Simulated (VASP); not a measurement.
# CuPt (R-3m) in VASP: single point with LDA

Aim: the single point of CuPt with LDA.

All numbers are computed with VASP 6.6.1; they aren't measurements. Logs are shortened: lines on timing, memory, paths and dates and some standing lists are left out, and cuts for length are marked.

## Step 1: The cell of the first run

The structure is trigonal, space group R-3m (No. 166). Conventional cell: a = 2.725 Å, b = 2.725 Å, c = 12.733 Å, α = 90.00°, β = 90.00°, γ = 120.00°. Within 3.5 Å of Cu (site symmetry -3m) lie 6 Pt at 2.64 Å and 6 Cu at 2.72 Å. Pt (site symmetry -3m) has 6 Cu at 2.64 Å and 6 Pt at 2.72 Å within 3.5 Å.

## Step 2: Single point, LDA

Input file POSCAR:

```
CuPt
1.0
    1.3622969706      0.7865225227      4.2444549900
   -1.3622969706      0.7865225227      4.2444549900
    0.0000000000     -1.5730450454      4.2444549900
Cu Pt
1 1
Direct
    0.0000000000      0.0000000000      0.0000000000
    0.5000000000      0.5000000000      0.5000000000
```

Input file INCAR.step1:

```
PREC = Accurate
ENCUT = 520
EDIFF = 1E-6
ISMEAR = -1
SIGMA = 0.1
LREAL = F
LASPH = T
NELM = 60
ALGO = Normal
ISIF = 2
LWAVE = F
LCHARG = T
LMAXMIX = 4
NBANDS = 18
```

Input file KPOINTS.step1:

```
regular mesh
0
Gamma
  14 14 14
```

Input file INCAR.step2:

```
PREC = Accurate
ENCUT = 520
EDIFF = 1E-6
ISMEAR = -5
SIGMA = 0.1
LREAL = F
LASPH = T
NELM = 60
ALGO = Normal
ISIF = 2
LWAVE = F
LCHARG = F
LMAXMIX = 4
LORBIT = 11
NEDOS = 1001
ICHARG = 11
```

Input file KPOINTS.step2:

```
regular mesh
0
Gamma
  21 21 21
```

Potentials or basis: VASP PAW LDA potentials, release 64 (Cu, Pt).

Run with:

```bash
$ cat potpaw_LDA.64/Cu/POTCAR potpaw_LDA.64/Pt/POTCAR > POTCAR
$ cp INCAR.step1 INCAR
$ cp KPOINTS.step1 KPOINTS
$ mpirun -np 1 vasp_std > vasp.out
$ cp INCAR.step2 INCAR
$ cp KPOINTS.step2 KPOINTS
$ mpirun -np 1 vasp_std > vasp.out
```

OUTCAR:

```text
PREC = Accurate
   ENCUT = 520
   EDIFF = 1E-6
   ISMEAR = -5
   LREAL = F
   LASPH = T
   NELM = 60
   ISIF = 2
   LORBIT = 11
   ICHARG = 11

 ion  position               nearest neighbor table
   1  0.000  0.000  0.000-   2 2.64   2 2.64   2 2.64   2 2.64   2 2.64   2 2.64
   2  0.500  0.500  0.500-   1 2.64   1 2.64   1 2.64   1 2.64   1 2.64   1 2.64

  LATTYP: Found a trigonal (rhomboedric) cell.
 ALAT       =     4.5265736354
 COS(alpha) =     0.8188516435

  Lattice vectors:

 A1 = (   1.3622969706,   0.7865225227,   4.2444549900)
 A2 = (  -1.3622969706,   0.7865225227,   4.2444549900)
 A3 = (   0.0000000000,  -1.5730450454,   4.2444549900)

Analysis of symmetry for initial positions (statically):
=====================================================================
 Subroutine PRICEL returns:
 Original cell was already a primitive cell.

 Routine SETGRP: Setting up the symmetry group for a
 trigonal (rhombohedral) supercell.

 Subroutine GETGRP returns: Found 12 space group operations
 (whereof 12 operations were pure point group operations)
 out of a pool of 12 trial point group operations.

The static configuration has the point symmetry D_3d.

Analysis of symmetry for dynamics (positions and initial velocities):
=====================================================================
 Subroutine PRICEL returns:
 Original cell was already a primitive cell.

 Routine SETGRP: Setting up the symmetry group for a
 trigonal (rhombohedral) supercell.

 Subroutine GETGRP returns: Found 12 space group operations
 (whereof 12 operations were pure point group operations)
 out of a pool of 12 trial point group operations.

The dynamic configuration has the point symmetry D_3d.

 Subroutine INISYM returns: Found 12 space group operations
 (whereof 12 operations are pure point group operations),
 and found     1 'primitive' translations

----------------------------------------------------------------------------------------

                                     Primitive cell

  volume of cell :      27.2870

  direct lattice vectors                    reciprocal lattice vectors
     1.362296971  0.786522523  4.244454990     0.367027169  0.211903235  0.078533836
    -1.362296971  0.786522523  4.244454990    -0.367027169  0.211903235  0.078533836
[... 103 lines left out ...]
   EFERMI_NEDOS =   21; number of points for ismear=-14 and -15
   IALGO  =     38    algorithm
   IMIX   =      4    mixing-type and parameters
     AMIX     =   0.40;   BMIX     =  1.00
     AMIX_MAG =   1.60;   BMIX_MAG =  1.00
  volume/ion in A,a.u.               =      13.64        92.07
  Fermi-wavevector in a.u.,A,eV,Ry     =   1.500246  2.835054 30.623161  2.250739
  Thomas-Fermi vector in A             =   2.611771
   LORBIT       =     11    0 simple, 1 ext, 2 COOP (PROOUT), +10 PAW based schemes
   GGA     = CA    functional components
   LHFCALC =     F    Hartree Fock is set to
   AEXX    =    0.0000 exact exchange contribution
   IVDW    =     0    specifies the selected vdW correction
   LEPSILON=     F    determine dielectric tensor
   LRPA    =     F    only Hartree local field effects (RPA)
 non-spin polarized calculation
 Fermi weights with tetrahedron method with Bloechl corrections
  energy-cutoff  :      520.00
  volume of cell :       27.29
 maximum number of plane-waves:       746
 NGX is ok and might be reduce to    36

 number of electron      21.0000001 magnetization

 Free energy of the ion-electron system (eV)
  ---------------------------------------------------
  ext. energy  EPLUGINS =         0.00000000
  ---------------------------------------------------
  free energy    TOTEN  =       -12.48279162 eV

  energy without entropy =      -12.48279162  energy(sigma->0) =      -12.48279162

 E-fermi :   9.0950     XC(G=0): -13.3193

 val. band max:        9.1742337774   @ k =  -0.3810   0.0476   0.0476
 cond. band min:       8.9250850500   @ k =   0.0476   0.0476   0.0476
 fundamental gap:     -0.2491487274
 Fermi energy:         9.0949520290

 k-point     1 :       0.0000    0.0000    0.0000
  band No.  band energies     occupation
      1      -0.5575      2.00000
      2       2.8970      2.00000
      3       5.4016      2.00000
      4       5.4016      2.00000
      5       6.2739      2.00000
      6       6.2739      2.00000
      7       6.4779      2.00000
      8       7.3262      2.00000
      9       7.3262      2.00000
     10       8.7532      2.00000
     11       8.7532      2.00000
     12       9.0409      0.22606
     13      14.9964      0.00000
     14      24.4736      0.00000
[... 377 lines left out ...]
      1       2.6671      2.00000
      2       4.0488      2.00000
      3       4.6733      2.00000
      4       5.8365      2.00000
      5       6.0250      2.00000
      6       6.2887      2.00000
      7       6.7857      2.00000
      8       7.2948      2.00000
      9       7.7626      2.00000
     10       8.5162      2.08545
     11       9.4731     -0.10076
     12      14.1233      0.00000
     13      15.1024      0.00000
     14      18.9640      0.00000

 [... further k-points ...]

------------------------ aborting loop because EDIFF is reached ----------------------------------------

  FORCE on cell =-STRESS in cart. coord.  units (eV):
  Direction    XX          YY          ZZ          XY          YZ          ZX
  --------------------------------------------------------------------------------------
  -------------------------------------------------------------------------------------
  Total       -1.0149921     -1.0149921     -0.9306928      0.0000000      0.0000000      0.0000000
  in kB      -59.5959997    -59.5959997    -54.6463065      0.0000000      0.0000000      0.0000000
  external PRESSURE =     -57.9461020 kB  Pullay stress =       0.0000000 kB

 VOLUME and BASIS-vectors are now :
 -----------------------------------------------------------------------------
  energy-cutoff  :      520.00
  volume of cell :       27.29
      direct lattice vectors                 reciprocal lattice vectors
     1.362296971  0.786522523  4.244454990     0.367027169  0.211903235  0.078533836
    -1.362296971  0.786522523  4.244454990    -0.367027169  0.211903235  0.078533836
     0.000000000 -1.573045045  4.244454990     0.000000000 -0.423806469  0.078533836

 POSITION                                       TOTAL-FORCE (eV/Angst)
 -----------------------------------------------------------------------------------
      0.00000      0.00000      0.00000         0.000000      0.000000     -0.000000
      0.00000      0.00000      6.36668        -0.000000      0.000000      0.000000
 -----------------------------------------------------------------------------------
    total drift:                                0.000000      0.000000      0.000000

  FREE ENERGIE OF THE ION-ELECTRON SYSTEM (eV)
  ---------------------------------------------------
  free  energy   TOTEN  =       -12.4827916166 eV

  energy  without entropy=      -12.4827916166  energy(sigma->0) =      -12.48279162

 total charge

# of ion       s       p       d       tot
------------------------------------------
    1        0.405   0.356   9.215   9.976
    2        0.682   0.615   8.075   9.373
--------------------------------------------------
tot          1.087   0.972  17.290  19.349
```

OUTCAR.step1:

```text
PREC = Accurate
   ENCUT = 520
   EDIFF = 1E-6
   ISMEAR = -1
   LREAL = F
[... 726 lines left out ...]
      0.00000      0.00000      0.00000         0.000000     -0.000000     -0.000000
      0.00000      0.00000      6.36668        -0.000000      0.000000      0.000000
 -----------------------------------------------------------------------------------
    total drift:                                0.000000      0.000000      0.000000

  FREE ENERGIE OF THE ION-ELECTRON SYSTEM (eV)
  ---------------------------------------------------
  free  energy   TOTEN  =       -12.5027249455 eV

  energy  without entropy=      -12.4780901352  energy(sigma->0) =      -12.49040754
```

Run time: 14 min. Hardware: 1 thread of Intel Xeon 8259CL, shared host; peak memory 0.52 GiB.

What came out:

* Valence electrons inside the program's atomic spheres: Cu 9.98; Pt 9.37

Caveat: spin-orbit coupling is left out, which moves the levels of the heavy elements; tetrahedron occupations give inexact forces and stress in metals.
